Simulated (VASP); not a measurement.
WS2: single point with PBE+D3(BJ)

Crystal: WS2.

```
CELL_PARAMETERS angstrom
1.53125 0.88407 5.45977
-1.53125 0.88407 5.45977
0.00000 -1.76814 5.45977
ATOMIC_POSITIONS crystal
W 0.99934 0.99934 0.99934
S 0.75278 0.75278 0.75278
S 0.57917 0.57917 0.57917
```

```yaml
Program: VASP 6.6.1
Task: single point
Functional: PBE
Dispersion: D3(BJ)
Potentials_or_basis: VASP PAW PBE potentials, release 64 (W_sv, S)
Cutoff: 520 eV
k_mesh: 12 × 12 × 12
Occupations: gaussian, width 0.05 eV
Spin: no spin polarisation
```

```yaml
Pressure: 40.1 GPa
Largest_force: 4.527 eV/Å
Band_gap_on_the_k_mesh: zero (bands 13 and 14 overlap by 0.06 eV)
Dispersion_energy_per_atom: -0.519 eV
```

Forces in eV/Å, atoms in the order of the input:
```
W    0.000  0.000  0.002
S    0.000  0.000  4.525
S    0.000  0.000 -4.527
```

Stress tensor (GPa, compression positive):
```
33.83  0.00  0.00
 0.00 33.83  0.00
 0.00  0.00 52.53
```

Levels at points of the mesh, in eV from the Fermi level:
```
           k point  band 11  band 12  band 13  band 14  band 15  band 16
(0.00, 0.00, 0.00)    -3.86    -1.93    -1.31     1.47     1.47     2.47
(0.50, 0.00, 0.00)    -3.11    -2.94    -2.74     1.66     2.20     3.12
(0.50, 0.50, 0.00)    -4.15    -3.38    -2.55     1.52     2.30     2.69
(0.50, 0.50, 0.50)    -3.78    -3.78     0.10     1.69     1.69     2.09
```

It took 3.8 min on 1 thread of Intel(R) Xeon(R) 6975P-C (Granite Rapids), on a shared host, peak memory 0.43 GiB.

Caveat: the stress differs along the axes, from 34 to 53 GPa; spin-orbit coupling is left out, which moves the levels of the heavy elements; forces of over 1 eV/Å act on the atoms, so gaps and moduli don't describe the material at rest.
